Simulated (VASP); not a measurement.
Bi2S3 (Bismuthinite): single point with PBE

The system is Bi2S3 (Bismuthinite).

```
Bi S
1.0
    11.23040    0.00000    0.00000
     0.00000    3.95365    0.00000
     0.00000    0.00000   11.07993
Bi S
8 12
Direct
  0.49069 0.25000 0.32472
  0.00931 0.75000 0.82472
  0.99069 0.25000 0.17528
  0.50931 0.75000 0.67528
  0.33528 0.75000 0.03161
  0.16472 0.25000 0.53161
  0.83528 0.75000 0.46839
  0.66472 0.25000 0.96839
  0.28229 0.25000 0.19458
  0.21771 0.75000 0.69458
  0.78229 0.25000 0.30542
  0.71771 0.75000 0.80542
  0.54967 0.75000 0.12964
  0.95033 0.25000 0.62964
  0.04967 0.75000 0.37036
  0.45033 0.25000 0.87036
  0.37706 0.75000 0.44413
  0.12294 0.25000 0.94413
  0.87706 0.75000 0.05587
  0.62294 0.25000 0.55587
```

This cell differs from its parent crystal: volume scaled by 0.97, then relaxed in part.

| Item | Value |
| --- | --- |
| Program | VASP 6.6.1 |
| Task | single point |
| Functional | PBE |
| Potentials or basis | VASP PAW PBE potentials, release 64 (Bi_d, S) |
| Cutoff | 520 eV |
| k mesh | 3 × 7 × 3 |
| Occupations | fermi-dirac, width 0.02 eV |
| Spin | no spin polarisation |

* Pressure: 2.2 GPa
* Largest force: 0.011 eV/Å
* Band gap on the k mesh: 1.28 eV, indirect (least direct gap 1.42 eV)

Forces in eV/Å, atoms in the order of the input:
```
Bi  -0.011  0.000  0.002
Bi   0.011  0.000  0.002
Bi  -0.011  0.000 -0.002
Bi   0.011  0.000 -0.002
Bi   0.007  0.000 -0.007
Bi  -0.007  0.000 -0.007
Bi   0.007  0.000  0.007
Bi  -0.007  0.000  0.007
S    0.000  0.000  0.003
S    0.000  0.000  0.003
S    0.000  0.000 -0.003
S    0.000  0.000 -0.003
S   -0.003  0.000  0.002
S    0.003  0.000  0.002
S   -0.003  0.000 -0.002
S    0.003  0.000 -0.002
S   -0.005  0.000 -0.001
S    0.005  0.000 -0.001
S   -0.005  0.000  0.001
S    0.005  0.000  0.001
```

Stress tensor (GPa, compression positive):
```
2.08 0.00 0.00
0.00 2.59 0.00
0.00 0.00 1.82
```

Levels at points of the mesh, in eV from the valence-band top:
| k point | band 93 | band 94 | band 95 | band 96 | band 97 | band 98 | band 99 | band 100 |
| --- | --- | --- | --- | --- | --- | --- | --- | --- |
| (0.00, 0.00, 0.00) | -0.24 | -0.22 | -0.18 | -0.14 | 1.28 | 1.76 | 1.87 | 2.24 |

It took 14 min on 1 thread of Intel(R) Xeon(R) 6975P-C (Granite Rapids), with other jobs on the host, peak memory 0.79 GiB.

Caveat: spin-orbit coupling is left out, which moves the levels of the heavy elements. A k mesh can miss the band edges.
